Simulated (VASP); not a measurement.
# Al (Im-3m) in VASP: a series of runs

Al is run at these levels: LDA, revPBE+D3(BJ), RPBE+D4; tasks: single point, relaxation of cell and atoms.

All numbers are computed with VASP 6.6.1; they aren't measurements. Logs are shortened: lines on timing, memory, paths and dates and some standing lists are left out, and cuts for length are marked.

## 1. The cell of the first run

It takes space group Im-3m (No. 229, cubic). The conventional cell has a = 3.189 Å, b = 3.189 Å, c = 3.189 Å, α = 90.00°, β = 90.00°, γ = 90.00°. Al (site symmetry m-3m) has 14 Al at 2.76 to 3.19 Å within 3.6 Å.

## 2. Single point, LDA

INCAR

```
PREC = Accurate
ENCUT = 520
EDIFF = 1E-7
ISMEAR = 0
SIGMA = 0.01
LREAL = False
LASPH = True
NELM = 60
ALGO = Normal
ISIF = 2
LWAVE = False
LCHARG = False
GGA = CA
NBANDS = 8
```

KPOINTS

```
Automatic mesh
0
Gamma
  12 12 12
```

POSCAR

```
Al
1.0
   -1.5945844195      1.5945844195      1.5945844195
    1.5945844195     -1.5945844195      1.5945844195
    1.5945844195      1.5945844195     -1.5945844195
Al
1
Direct
    0.0000000000      0.0000000000      0.0000000000
```

Potentials or basis: VASP PAW LDA potentials, release 64 (Al).

The run is started by

```
cat potpaw_LDA.64/Al/POTCAR > POTCAR
mpirun -np 1 vasp_std > vasp.out
```

OUTCAR:

```text
PREC = Accurate
   ENCUT = 520
   EDIFF = 1E-7
   ISMEAR = 0
   LREAL = False
   LASPH = True
   NELM = 60
   ISIF = 2
   GGA = CA

 ion  position               nearest neighbor table
   1  0.000  0.000  0.000-

  LATTYP: Found a body centered cubic cell.
 ALAT       =     3.1891688390

  Lattice vectors:

 A1 = (  -1.5945844195,   1.5945844195,   1.5945844195)
 A2 = (   1.5945844195,  -1.5945844195,   1.5945844195)
 A3 = (   1.5945844195,   1.5945844195,  -1.5945844195)

Analysis of symmetry for initial positions (statically):
=====================================================================
 Subroutine PRICEL returns:
 Original cell was already a primitive cell.

 Routine SETGRP: Setting up the symmetry group for a
 body centered cubic supercell.

 Subroutine GETGRP returns: Found 48 space group operations
[... 9 lines left out ...]

 Routine SETGRP: Setting up the symmetry group for a
 body centered cubic supercell.

 Subroutine GETGRP returns: Found 48 space group operations
[... 11 lines left out ...]
                                     Primitive cell

  volume of cell :      16.2182

  direct lattice vectors                    reciprocal lattice vectors
    -1.594584420  1.594584420  1.594584420     0.000000000  0.313561323  0.313561323
     1.594584420 -1.594584420  1.594584420     0.313561323  0.000000000  0.313561323
     1.594584420  1.594584420 -1.594584420     0.313561323  0.313561323  0.000000000

  length of vectors
     2.761901232  2.761901232  2.761901232     0.443442675  0.443442675  0.443442675

  position of ions in fractional coordinates (direct lattice)
     0.000000000  0.000000000  0.000000000

  ion indices of the primitive-cell ions
   primitive index   ion index
                 1           1

----------------------------------------------------------------------------------------

 KPOINTS: Automatic mesh

Automatic generation of k-mesh.
 Grid dimensions read from file:
 generate k-points for:   12   12   12

 Generating k-lattice:

  Cartesian coordinates                     Fractional coordinates (reciprocal lattice)
     0.000000000  0.026130110  0.026130110     0.083333333  0.000000000  0.000000000
     0.026130110  0.000000000  0.026130110     0.000000000  0.083333333  0.000000000
     0.026130110  0.026130110  0.000000000     0.000000000  0.000000000  0.083333333

  Length of vectors
     0.036953556  0.036953556  0.036953556

  Shift w.r.t. Gamma in fractional coordinates (k-lattice)
     0.000000000  0.000000000  0.000000000

 Subroutine IBZKPT returns following result:
 ===========================================

 Found     72 irreducible k-points:

 Following reciprocal coordinates:
            Coordinates               Weight
  0.000000  0.000000  0.000000      1.000000
  0.083333  0.000000  0.000000     12.000000
  0.166667  0.000000  0.000000     12.000000
  0.250000  0.000000  0.000000     12.000000
  0.333333  0.000000  0.000000     12.000000
  0.416667  0.000000  0.000000     12.000000
[... 16 lines left out ...]
  0.333333  0.083333  0.083333     24.000000
  0.416667  0.083333  0.083333     12.000000
 [... further k-points ...]
   k-points           NKPTS =     72   k-points in BZ     NKDIM =     72   number of bands    NBANDS=      8
   number of dos      NEDOS =    301   number of ions     NIONS =      1
   total plane-waves  NPLWV =  13824
   dimension x,y,z NGX =    24 NGY =   24 NGZ =   24
   dimension x,y,z NGXF=    48 NGYF=   48 NGZF=   48
   ions per type =               1
   NGX,Y,Z   is equivalent  to a cutoff of  14.45, 14.45, 14.45 a.u.
   NGXF,Y,Z  is equivalent  to a cutoff of  28.89, 28.89, 28.89 a.u.
 SYSTEM =  unknown system
   PREC   = accura    normal or accurate (medium, high low for compatibility)
   ISTART =      0    job   : 0-new  1-cont  2-samecut
   ICHARG =      2    charge: 1-file 2-atom 10-const
   ISPIN  =      1    spin polarized calculation?
   LNONCOLLINEAR =      F non collinear calculations
   LSORBIT =      F    spin-orbit coupling
   LASPH  =      T    aspherical Exc in radial PAW
   ENCUT  =  520.0 eV  38.22 Ry    6.18 a.u.   5.14  5.14  5.14*2*pi/ulx,y,z
   NELM   =     60;   NELMIN=  2; NELMDL= -5     # of ELM steps
   EDIFF  = 0.1E-06   stopping-criterion for ELM
   LREAL  =      F    real-space projection
   EDIFFG = 0.1E-05   stopping-criterion for IOM
   NSW    =      0    number of steps for IOM
   IBRION =     -1    ionic relax: 0-MD 1-quasi-New 2-CG
   NFREE  =      0    steps in history (QN), initial steepest desc. (CG)
   ISIF   =      2    stress and relaxation
   ISYM   =      2    0-nonsym 1-usesym 2-fastsym
   POTIM  = 0.5000    time-step for ionic-motion
   TEBEG  =    0.0;   TEEND  =   0.0 temperature during run
   PSTRESS=    0.0 pullay stress
   NELECT =       3.0000    total number of electrons
   NUPDOWN=      -1.0000    fix difference up-down
   EMIN   =  10.00;   EMAX   =-10.00  energy-range for DOS
   EFERMI =   0.00;   METHOD = LEGACY
   ISMEAR =     0;   SIGMA  =   0.01  broadening in eV -4-tet -1-fermi 0-gaus
   EFERMI_NEDOS =   21; number of points for ismear=-14 and -15
   IALGO  =     38    algorithm
   IMIX   =      4    mixing-type and parameters
     AMIX     =   0.40;   BMIX     =  1.00
     AMIX_MAG =   1.60;   BMIX_MAG =  1.00
  volume/ion in A,a.u.               =      16.22       109.45
  Fermi-wavevector in a.u.,A,eV,Ry     =   0.932784  1.762706 11.838238  0.870086
  Thomas-Fermi vector in A             =   2.059418
   LORBIT       =      0    0 simple, 1 ext, 2 COOP (PROOUT), +10 PAW based schemes
   GGA     = CA    functional components
   LHFCALC =     F    Hartree Fock is set to
   AEXX    =    0.0000 exact exchange contribution
   IVDW    =     0    specifies the selected vdW correction
   LEPSILON=     F    determine dielectric tensor
   LRPA    =     F    only Hartree local field effects (RPA)
 non-spin polarized calculation
 Gauss-broadening in eV      SIGMA  =   0.01
  energy-cutoff  :      520.00
  volume of cell :       16.22
 maximum number of plane-waves:       466
 NGX is ok and might be reduce to    24
   NGX = 11   NGY = 11   NGZ = 11

 number of electron       3.0000000 magnetization

 Free energy of the ion-electron system (eV)
  ---------------------------------------------------
  ext. energy  EPLUGINS =         0.00000000
  ---------------------------------------------------
  free energy    TOTEN  =        -4.08591164 eV

  energy without entropy =       -4.08584422  energy(sigma->0) =       -4.08587793

 E-fermi :   7.9428     XC(G=0): -10.4112

 val. band max:        7.8564036168   @ k =   0.3333   0.0833  -0.0000
 cond. band min:       7.9466473345   @ k =   0.3333   0.2500   0.0833
 fundamental gap:      0.0902437177
 Fermi energy:         7.9427686963

 k-point     1 :       0.0000    0.0000    0.0000
  band No.  band energies     occupation
      1      -3.2430      2.00000
      2      21.2696      0.00000
      3      21.2696      0.00000
      4      21.2696      0.00000
      5      22.6510      0.00000
      6      22.6510      0.00000
      7      22.6510      0.00000
      8      24.3897      0.00000

 k-point     2 :       0.0833    0.0000    0.0000
  band No.  band energies     occupation
      1      -3.0414      2.00000
      2      19.0883      0.00000
      3      20.0547      0.00000
      4      20.5331      0.00000
      5      21.9356      0.00000
      6      23.0772      0.00000
      7      23.5587      0.00000
      8      24.1993      0.00000

 k-point     3 :       0.1667    0.0000    0.0000
  band No.  band energies     occupation
      1      -2.4382      2.00000
      2      15.6750      0.00000
      3      18.6596      0.00000
      4      19.1957      0.00000
      5      20.6709      0.00000
      6      21.8957      0.00000
      7      24.5668      0.00000
      8      24.8748      0.00000

 k-point     4 :       0.2500    0.0000    0.0000
  band No.  band energies     occupation
      1      -1.4387      2.00000
      2      12.2953      0.00000
      3      17.5571      0.00000
      4      17.9705      0.00000
      5      19.5415      0.00000
      6      20.9036      0.00000
      7      25.6314      0.00000
      8      25.7607      0.00000

 k-point     5 :       0.3333    0.0000    0.0000
  band No.  band energies     occupation
      1      -0.0515      2.00000
      2       9.1670      0.00000
      3      16.7697      0.00000
      4      17.0472      0.00000
      5      18.7021      0.00000
      6      20.1266      0.00000
      7      26.6786      0.00000
      8      27.2168      0.00000

 k-point     6 :       0.4167    0.0000    0.0000
  band No.  band energies     occupation
      1       1.7106      2.00000
      2       6.3515      2.00000
      3      16.2985      0.00000
      4      16.4810      0.00000
      5      18.1911      0.00000
      6      19.6308      0.00000
      7      27.9094      0.00000
      8      28.8674      0.00000

 k-point     7 :       0.5000    0.0000    0.0000
  band No.  band energies     occupation
      1       3.6315      2.00000
      2       4.0785      2.00000
      3      16.1417      0.00000
      4      16.2906      0.00000
      5      18.0199      0.00000
      6      19.4606      0.00000
      7      28.7034      0.00000
      8      29.9737      0.00000
[... 133 lines left out ...]
 k-point    20 :       0.0833    0.0833    0.0833
  band No.  band energies     occupation
      1      -2.0376      2.00000
      2      15.8896      0.00000
      3      15.8896      0.00000
      4      16.3475      0.00000
      5      23.9181      0.00000
      6      23.9181      0.00000
      7      24.3599      0.00000
      8      24.3599      0.00000

 k-point    21 :       0.1667    0.0833    0.0833
  band No.  band energies     occupation
      1      -1.0410      2.00000
      2      12.6327      0.00000
      3      14.6220      0.00000
      4      15.1022      0.00000
      5      23.3082      0.00000
      6      23.6830      0.00000
      7      25.6703      0.00000
      8      25.7451      0.00000

 k-point    22 :       0.2500    0.0833    0.0833
  band No.  band energies     occupation
      1       0.3423      2.00000
      2       9.5284      0.00000
      3      13.6990      0.00000
      4      14.2509      0.00000
      5      22.6253      0.00000
      6      23.0669      0.00000
      7      26.9234      0.00000
      8      27.3504      0.00000

 k-point    23 :       0.3333    0.0833    0.0833
  band No.  band energies     occupation
      1       2.0989      2.00000
      2       6.7267      2.00000
      3      13.1409      0.00000
      4      13.7347      0.00000
      5      22.1608      0.00000
      6      22.6560      0.00000
      7      28.1692      0.00000
      8      29.0796      0.00000

 k-point    24 :       0.4167    0.0833    0.0833
  band No.  band energies     occupation
      1       4.0042      2.00000
      2       4.4716      2.00000
      3      12.9543      0.00000
      4      13.5617      0.00000
      5      21.9998      0.00000
      6      22.5131      0.00000
      7      28.9384      0.00000
      8      30.1965      0.00000

 [... further k-points ...]
[... 5 lines left out ...]
  --------------------------------------------------------------------------------------
  -------------------------------------------------------------------------------------
  Total        0.0062949      0.0062949      0.0062949      0.0000000      0.0000000     -0.0000000
  in kB        0.6218658      0.6218658      0.6218658      0.0000000      0.0000000     -0.0000000
  external PRESSURE =       0.6218658 kB  Pullay stress =       0.0000000 kB

 VOLUME and BASIS-vectors are now :
 -----------------------------------------------------------------------------
  energy-cutoff  :      520.00
  volume of cell :       16.22
      direct lattice vectors                 reciprocal lattice vectors
    -1.594584420  1.594584420  1.594584420     0.000000000  0.313561323  0.313561323
     1.594584420 -1.594584420  1.594584420     0.313561323  0.000000000  0.313561323
     1.594584420  1.594584420 -1.594584420     0.313561323  0.313561323  0.000000000

 POSITION                                       TOTAL-FORCE (eV/Angst)
 -----------------------------------------------------------------------------------
      0.00000      0.00000      0.00000        -0.000000      0.000000     -0.000000
 -----------------------------------------------------------------------------------
    total drift:                                0.000000      0.000000     -0.000000

  FREE ENERGIE OF THE ION-ELECTRON SYSTEM (eV)
  ---------------------------------------------------
  free  energy   TOTEN  =        -4.0859116368 eV

  energy  without entropy=       -4.0858442216  energy(sigma->0) =       -4.08587793
```

It took 11 s on 1 thread of AMD EPYC 7R13, shared host; peak memory 0.09 GiB.

Results:

```
Free energy : -4.0859 eV
Pressure    : 0.1 GPa
```

Levels at points of the mesh, in eV from the Fermi level:
```csv
k point,band 1,band 2,band 3,band 4
"(0.00, 0.00, 0.00)",-11.19,13.33,13.33,13.33
"(0.50, 0.00, 0.00)",-4.31,-3.86,8.20,8.35
"(0.50, 0.50, 0.50)",1.90,1.90,1.90,3.06
```

[end of part 1 of 2]
